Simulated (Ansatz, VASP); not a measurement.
## One calculation of BiTe, two programs

File POSCAR:

```
BiTe
1.0
    3.2332740914      3.2332740914      0.0000000000
   -3.2332740914      3.2332740914      0.0000000000
    0.0000000000      0.0000000000      6.7575428510
Bi Te
2 2
Direct
    0.0000000000      0.0000000000      0.0000000000
    0.5000000000      0.5000000000      0.5000000000
    0.5000000000      0.5000000000      0.0000000000
    0.0000000000      0.0000000000      0.5000000000
```

The input INCAR.step1:

```
  ALGO = Normal
  EDIFF = 1E-4
  ENCUT = 520
  GGA = PE
  ISMEAR = 0
  LASPH = T
  LCHARG = F
  LREAL = F
  LWAVE = T
  NBANDS = 29
  NELM = 60
  PREC = Accurate
  SIGMA = 0.1
```

The input INCAR.step2:

```
  ALGO = Normal
  EDIFF = 1E-7
  ENCUT = 520
  ISIF = 2
  ISMEAR = 0
  ISTART = 1
  LASPH = T
  LCHARG = T
  LELF = T
  LMIXTAU = T
  LREAL = F
  LVHAR = T
  LWAVE = F
  METAGGA = R2SCAN
  NBANDS = 29
  NELM = 60
  PREC = Accurate
  SIGMA = 0.1
```

File KPOINTS:

```
k-points
0
Gamma
  10 10 8
```

Input for Ansatz:

```yaml
crystal:
  lattice:
    - [3.2332740914, 3.2332740914, 0.0]
    - [-3.2332740914, 3.2332740914, 0.0]
    - [0.0, 0.0, 6.757542851]
  atoms:
    - { symbol: Bi, position: [0.0, 0.0, 0.0] }
    - { symbol: Bi, position: [0.5, 0.5, 0.5] }
    - { symbol: Te, position: [0.5, 0.5, 0.0] }
    - { symbol: Te, position: [0.0, 0.0, 0.5] }
basis:
  ecutwfc: 500
kpoints:
  mp_grid: { grid: [10, 10, 8] }
hamiltonian:
  xc: r2scan
scf:
  occupations: { method: gaussian, width: 0.1 }
output:
  forces: true
  stress: true
  eigenvalues: true
```

Change from the starting cell: strain along c alone, the other axes held, atoms relaxed: +4.5 %.

Alike in both runs: task single point; functional r2SCAN; k mesh 10 × 10 × 8; occupations gaussian, width 0.1 eV; no spin polarisation.

|  | VASP | Ansatz |
| --- | --- | --- |
| version | VASP 6.6.1 | Ansatz 0.2.0 |
| potentials or method | VASP PAW PBE potentials, release 64 (Bi_d, Te), cutoff 520 eV | scalar-relativistic, plane waves, PAW |
| valence electrons in the cell | 42 | 62 |

Ansatz gave:

| Item | Value |
| --- | --- |
| gap on the k mesh at the Fermi level (eV) | none |
| pressure (GPa) | -1.8 |
| traceless stress, the component that is largest in VASP (GPa) | -2.14 |

Q: Estimate VASP's values.

A: gap on the k mesh at the Fermi level (eV): none; pressure (GPa): -1.8; traceless stress, the component that is largest in VASP (GPa): -2.15.

VASP's potentials were made for PBE, not for r2SCAN. A gap of «none» marks a metal or a gap that the smearing closes. VASP's potentials hold 42 valence electrons a cell and Ansatz's 62, so a difference there can come from the potentials and not from the codes.

Spin-orbit coupling is off throughout.
